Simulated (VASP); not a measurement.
# IrRh5 (P-6m2) in VASP: settings compared, part 2 of 2

VASP 6.6.1. Earlier steps stand in the parts before.

## Step 3: Single point, PBE

This run uses another cell than the first one, of 14.23 Å³/atom.

The input, INCAR:

```
SYSTEM = IrRh5
ALGO     = Normal         ! electronic algorithm
EDIFF    = 1E-6           ! SCF threshold, eV
ENCUT    = 500            ! plane-wave cutoff, eV
GGA      = PE             ! functional
GGA_COMPAT= .FALSE.      
ISIF     = 2              ! what is computed and relaxed
ISMEAR   = -1             ! smearing method
LASPH    = .TRUE.         ! aspherical terms in the spheres
LCHARG   = .FALSE.        ! write CHGCAR
LREAL    = .FALSE.        ! projectors in reciprocal space
LWAVE    = .FALSE.        ! write WAVECAR
NBANDS   = 51             ! bands
NELM     = 120            ! most SCF steps
PREC     = Accurate       ! precision mode
SIGMA    = 0.15           ! smearing width, eV
```

The input, KPOINTS:

```
k-points
0
G
  18 18 4
  0 0 0
```

The input, POSCAR:

```
IrRh5
1.0
    2.7325625388      0.0000000289      0.0000000000
   -1.3662812945      2.3664685616      0.0000000000
    0.0000000000      0.0000000000     13.2038818751
Ir Rh
1 5
Direct
    0.6666666667      0.3333333333      0.5000000000
    0.3333333333      0.6666666667      0.6667214010
    0.3333333333      0.6666666667      0.0000000000
    0.3333333333      0.6666666667      0.3332785990
    0.6666666667      0.3333333333      0.8339330365
    0.6666666667      0.3333333333      0.1660669635
```

Potentials or basis: VASP PAW PBE potentials, release 64 (Ir, Rh_pv).

Launch:

```console
$ cat potpaw_PBE.64/Ir/POTCAR potpaw_PBE.64/Rh_pv/POTCAR > POTCAR
$ mpirun -np 1 vasp_std > vasp.out
```

OUTCAR:

```text
SYSTEM = IrRh5
   EDIFF = 1E-6
   ENCUT = 500
   GGA = PE
   ISIF = 2
   ISMEAR = -1
   LASPH = .TRUE.
   LREAL = .FALSE.
   NELM = 120
   PREC = Accurate

 ion  position               nearest neighbor table
   1  0.667  0.333  0.500-   2 2.71   4 2.71   2 2.71   4 2.71   2 2.71   4 2.71
   2  0.333  0.667  0.667-   1 2.71   1 2.71   1 2.71   5 2.71   5 2.71   5 2.71
   3  0.333  0.667  0.000-   5 2.70   6 2.70   5 2.70   6 2.70   5 2.70   6 2.70
   4  0.333  0.667  0.333-   1 2.71   1 2.71   1 2.71   6 2.71   6 2.71   6 2.71
   5  0.667  0.333  0.834-   3 2.70   3 2.70   3 2.70   2 2.71   2 2.71   2 2.71
   6  0.667  0.333  0.166-   3 2.70   3 2.70   3 2.70   4 2.71   4 2.71   4 2.71

  LATTYP: Found a hexagonal cell.
 ALAT       =     2.7325625388
 C/A-ratio  =     4.8320511196

  Lattice vectors:

 A1 = (   2.7325625388,   0.0000000289,   0.0000000000)
 A2 = (  -1.3662812945,   2.3664685616,   0.0000000000)
 A3 = (   0.0000000000,   0.0000000000,  13.2038818751)

Analysis of symmetry for initial positions (statically):
=====================================================================
 Subroutine PRICEL returns:
 Original cell was already a primitive cell.
[... 182 lines left out ...]
 fundamental gap:      0.0021849680
 Fermi energy:        11.1860267167

 k-point     1 :       0.0000    0.0000    0.0000
  band No.  band energies     occupation
      1     -35.8368      2.00000
      2     -35.7476      2.00000
      3     -35.5999      2.00000
      4     -35.3982      2.00000
      5     -35.3061      2.00000
      6     -35.3061      2.00000
[... 1285 lines left out ...]
     50      15.7389      0.00000
     51      17.3225      0.00000

 [... further k-points ...]

------------------------ aborting loop because EDIFF is reached ----------------------------------------

  FORCE on cell =-STRESS in cart. coord.  units (eV):
  Direction    XX          YY          ZZ          XY          YZ          ZX
  --------------------------------------------------------------------------------------
  -------------------------------------------------------------------------------------
  Total        0.0695735      0.0695735      0.0818624     -0.0000000      0.0000000     -0.0000000
  in kB        1.3055160      1.3055160      1.5361117     -0.0000000      0.0000000     -0.0000000
  external PRESSURE =       1.3823812 kB  Pullay stress =       0.0000000 kB

 VOLUME and BASIS-vectors are now :
 -----------------------------------------------------------------------------
  energy-cutoff  :      500.00
  volume of cell :       85.38
      direct lattice vectors                 reciprocal lattice vectors
     2.732562539  0.000000029  0.000000000     0.365956855  0.211285294  0.000000000
    -1.366281295  2.366468562  0.000000000    -0.000000004  0.422570581  0.000000000
     0.000000000  0.000000000 13.203881875     0.000000000  0.000000000  0.075735303

 POSITION                                       TOTAL-FORCE (eV/Angst)
 -----------------------------------------------------------------------------------
      1.36628      0.78882      6.60194        -0.000000      0.000000      0.000000
     -0.00000      1.57765      8.80331        -0.000000      0.000000      0.018594
     -0.00000      1.57765      0.00000         0.000000      0.000000      0.000000
     -0.00000      1.57765      4.40057        -0.000000      0.000000     -0.018594
      1.36628      0.78882     11.01115         0.000000     -0.000000     -0.003717
      1.36628      0.78882      2.19273         0.000000     -0.000000      0.003717
 -----------------------------------------------------------------------------------
    total drift:                               -0.000000      0.000000      0.000000

  FREE ENERGIE OF THE ION-ELECTRON SYSTEM (eV)
  ---------------------------------------------------
  free  energy   TOTEN  =       -45.3016299734 eV

  energy  without entropy=      -44.5855037170  energy(sigma->0) =      -44.94356685
```

stdout:

```text
POSCAR found type information on POSCAR IrRh
 POSCAR found :  2 types and       6 ions
 scaLAPACK will be used
 LDA part: xc-table for (Slater+PW92), standard interpolation
 POSCAR, INCAR and KPOINTS ok, starting setup
 FFT: planning ... GRIDC
 FFT: planning ... GRID_SOFT
 FFT: planning ... GRID
 WAVECAR not read
 entering main loop
 -----------------------------------------------------------------------------
|                                                                             |
|                                                                             |
|     Your highest band is occupied at some k-points! Unless you are          |
|     performing a calculation for an insulator or semiconductor, without     |
|     unoccupied bands, you have included TOO FEW BANDS!! Please increase     |
|     the parameter NBANDS in file INCAR to ensure that the highest band      |
|     is unoccupied at all k-points. It is always recommended to include      |
|     a few unoccupied bands to accelerate the convergence of                 |
|     molecular-dynamics runs (even for insulators or semiconductors),        |
|     since the presence of unoccupied bands improves wavefunction            |
|     prediction and helps to suppress 'band-crossings'.                      |
|                                                                             |
 -----------------------------------------------------------------------------
```

Run time: 4.8 min. Hardware: 1 thread of Oxide Virtual Turin-like, shared host; peak memory 0.41 GiB.

Results:

```
Free energy            : -45.3016 eV
Pressure               : 0.1 GPa
Largest force          : 0.019 eV/Å
Band gap on the k mesh : zero (bands 42 and 43 overlap by 2.11 eV)
```

Forces on the atoms (eV/Å):
```
Ir   0.000  0.000  0.000
Rh   0.000  0.000  0.019
Rh   0.000  0.000  0.000
Rh   0.000  0.000 -0.019
Rh   0.000  0.000 -0.004
Rh   0.000  0.000  0.004
```

Levels at points of the mesh, in eV from the Fermi level:
```
           k point  band 39  band 40  band 41  band 42  band 43  band 44
(0.00, 0.00, 0.00)    -1.90    -1.90    -1.01    -1.01    -0.99    -0.99
(0.50, 0.00, 0.00)     0.52     0.61     0.62     0.64     0.67     0.69
(0.00, 0.00, 0.50)    -1.63    -1.57    -1.57    -0.54    -0.46    -0.46
(0.50, 0.00, 0.50)     0.24     0.49     0.52     0.54     0.61     0.68
```

Caveat: the highest band is partly filled, so the run has too few bands; spin-orbit coupling is left out, which moves the levels of the heavy elements.

## Step 4: Relaxation of shape and atoms at fixed volume, PBE (12.90 Å³/atom)

This run uses another cell than the first one, of 12.90 Å³/atom.

The input, INCAR:

```
  ALGO = Fast
  EDIFF = 1E-7
  EDIFFG = -0.01
  ENCUT = 600
  GGA = PE
  IBRION = 2
  ISIF = 4
  ISMEAR = 0
  LASPH = True
  LCHARG = False
  LREAL = False
  LWAVE = False
  NELM = 60
  NSW = 50
  PREC = Accurate
  SIGMA = 0.1
```

The input, KPOINTS:

```
k-points
0
Gamma
  18 18 4
```

The input, POSCAR:

```
IrRh5
1.0
    2.6428858004      0.0000000280      0.0000000000
   -1.3214429244      2.2888062285      0.0000000000
    0.0000000000      0.0000000000     12.7920683922
Ir Rh
1 5
Direct
    0.6666666667      0.3333333333      0.5000000000
    0.3333333333      0.6666666667      0.6673485472
    0.3333333333      0.6666666667      0.0000000000
    0.3333333333      0.6666666667      0.3326514528
    0.6666666667      0.3333333333      0.8342975874
    0.6666666667      0.3333333333      0.1657024126
```

Launch:

```console
$ cat potpaw_PBE.64/Ir/POTCAR potpaw_PBE.64/Rh_pv/POTCAR > POTCAR
$ mpirun -np 1 vasp_std > vasp.out
```

Run time: 78 min. Hardware: 1 thread of Oxide Virtual Turin-like, shared host; peak memory 0.52 GiB.

It converged, with:

```
Free energy                  : -44.2554 eV
Energy gained by relaxing    : 0.1 meV/atom
Ionic steps                  : 5
Pressure after relaxing      : 32.5 GPa
Largest force after relaxing : 0.008 eV/Å
Band gap on the k mesh       : zero (bands 42 and 43 overlap by 2.49 eV)
```

Forces in eV/Å, atoms in the order of the input:
```
Ir   0.000  0.000  0.000
Rh   0.000  0.000 -0.005
Rh   0.000  0.000  0.000
Rh   0.000  0.000  0.005
Rh   0.000  0.000  0.008
Rh   0.000  0.000 -0.008
```

Stress tensor (GPa, compression positive):
```
32.43  0.00  0.00
 0.00 32.43  0.00
 0.00  0.00 32.53
```

The path:
| step | energy change (eV) | largest force (eV/Å) | pressure (GPa) | volume (Å³) |
| --- | --- | --- | --- | --- |
| 1 | 0.0000 | 0.1010 | 32.51 | 77.38 |
| 2 | -0.0005 | 0.0434 | 32.46 | 77.38 |
| 3 | -0.0005 | 0.0351 | 32.47 | 77.38 |
| 4 | -0.0006 | 0.0142 | 32.45 | 77.38 |
| 5 | -0.0006 | 0.0084 | 32.46 | 77.38 |

Final structure:
```
Ir Rh
1.0
     2.64261    0.00000    0.00000
    -1.32130    2.28857    0.00000
     0.00000    0.00000   12.79476
Ir Rh
1 5
Cartesian
  1.3213 0.7629 6.3974
  0.0000 1.5257 8.5442
  0.0000 1.5257 0.0000
  0.0000 1.5257 4.2505
  1.3213 0.7629 10.6762
  1.3213 0.7629 2.1185
```

Levels at points of the mesh, in eV from the Fermi level:
| k point | band 39 | band 40 | band 41 | band 42 | band 43 | band 44 |
| --- | --- | --- | --- | --- | --- | --- |
| (0.00, 0.00, 0.00) | -2.24 | -2.24 | -1.22 | -1.22 | -1.17 | -1.17 |
| (0.50, 0.00, 0.00) | 0.60 | 0.67 | 0.69 | 0.71 | 0.77 | 0.79 |
| (0.00, 0.00, 0.50) | -1.90 | -1.89 | -1.89 | -0.78 | -0.56 | -0.56 |
| (0.50, 0.00, 0.50) | 0.25 | 0.56 | 0.59 | 0.61 | 0.70 | 0.78 |

Caveat: spin-orbit coupling is left out, which moves the levels of the heavy elements.

## Step 5: Overview

```tsv
task	level	cell	cutoff (eV)	smearing	gap on the mesh (eV)	pressure (GPa)	largest force (eV/Å)
single point	r2SCAN	a = 2.728, b = 2.728, c = 13.191 Å, angles 90.0, 90.0, 120.0°, 6 atoms, atomic positions A	520	gaussian 0.1 eV	none	-5.2	0.01
single point	PBE	a = 2.733, b = 2.733, c = 13.204 Å, angles 90.0, 90.0, 120.0°, 6 atoms, atomic positions B	500	fermi-dirac 0.15 eV	none	0.1	0.02
relaxation of shape and atoms at fixed volume	PBE	relaxed from a = 2.643, b = 2.643, c = 12.792 Å, angles 90.0, 90.0, 120.0°, 6 atoms, atomic positions C	600	gaussian 0.1 eV	none	32.5	0.01
```

Alike in all rows: potentials or basis VASP PAW PBE potentials, release 64 (Ir, Rh_pv); no spin polarisation; k mesh 18 × 18 × 4.

Caveats: spin-orbit coupling is left out, which moves the levels of the heavy elements; the cell stands under tension (at least some runs); the PAW data sets were made with another functional, which shifts forces and pressure a little (at least some runs); the highest band is partly filled, so the run has too few bands (at least some runs).

Absolute energies hang on the potentials; compare differences alone.
